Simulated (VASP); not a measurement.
Write the native input for VASP 6.6.1 that does the following.

```yaml
Task: single point
Functional: PBEsol
Potentials_or_basis: VASP PAW PBE potentials, release 64 (Cr_pv)
Cutoff: 520 eV
k_mesh: 9 × 9 × 6
Occupations: gaussian, width 0.1 eV
Spin: collinear spin, ferromagnetic start
Starting_moments: "[0.28, 0.28] μB"
Dipole_correction: no
Further_INCAR_settings: ALGO = Normal; EDIFF = 1e-07; NBANDS = 23
```

The structure of Cr lies in POSCAR:

```
Cr
1.0
    2.4580497752     -0.0000002762      0.0000000000
   -1.2290246484      2.1287336872      0.0000000000
    0.0000000000      0.0000000000      4.3814330768
Cr
2
Direct
    0.0000000000      0.0000000000      0.0000000000
    0.3333333333      0.6666666667      0.5000000000
```

The input as run:

INCAR

```
PREC = Accurate
ENCUT = 520
EDIFF = 1E-7
ISMEAR = 0
SIGMA = 0.1
LREAL = False
LASPH = True
NELM = 150
ALGO = Normal
ISIF = 2
LWAVE = False
LCHARG = False
ISPIN = 2
MAGMOM = 0.28 0.28
LORBIT = 11
LMAXMIX = 4
GGA = PS
NBANDS = 23
```

KPOINTS

```
regular mesh
0
Gamma
  9 9 6
```

Potentials or basis: VASP PAW PBE potentials, release 64 (Cr_pv).

Run with:

```sh
$ cat potpaw_PBE.64/Cr_pv/POTCAR > POTCAR
$ mpirun -np 1 vasp_std > vasp.out
```

It gave:

| Property | Result |
| --- | --- |
| Pressure | -0.4 GPa |
| Band gap on the k mesh | zero (filled and empty bands overlap) |
| Net moment | 0.00 μB per cell |
| Valence electrons inside the program's atomic spheres | Cr 11.10 |

Caveat: the PAW data sets were made with another functional, which shifts forces and pressure a little.

It took 55 s on 1 thread of AMD EPYC 7R43 64-Core Processor (Zen 3), with other jobs on the host, peak memory 0.12 GiB.
